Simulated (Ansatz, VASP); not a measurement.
**H10CO5: VASP beside Ansatz**

```
O H C
1.0
     5.65665    0.00000    0.00000
     0.00000    5.65665    0.00000
     0.00000    0.00000    5.65665
O H C
5 10 1
Direct
  0.75254 0.95535 0.35744
  0.84927 0.57445 0.89819
  0.50928 0.36292 0.18358
  0.09621 0.57797 0.46180
  0.49848 0.95579 0.89004
  0.67587 0.88667 0.21885
  0.71880 0.12476 0.33437
  0.93464 0.53533 0.75152
  0.78411 0.73095 0.86841
  0.63065 0.43975 0.08305
  0.45413 0.23676 0.07788
  0.20631 0.51248 0.34619
  0.00978 0.70523 0.38304
  0.30587 0.00889 0.59240
  0.47205 0.71989 0.61961
  0.42606 0.89342 0.69501
```

Alike in both runs: functional PBE; k mesh 1 × 1 × 1; occupations fermi-dirac, width 0.02 eV; no spin polarisation.

Ansatz relaxed the structure, and its values are those at the end. VASP's run is a single point on that final structure, the one shown.

```csv
,VASP,Ansatz
version,VASP 6.6.1,Ansatz 0.2.0
potentials or method,"VASP PAW PBE potentials, release 64 (O_h, H_h, C_h), cutoff 1000 eV","scalar-relativistic, plane waves, PAW"
valence electrons in the cell,44,44
```

Ansatz gave:

- rms of the force components (eV/Å): 0.056

Q: What did VASP give for the same quantities?

A: rms of the force components (eV/Å): 0.053.
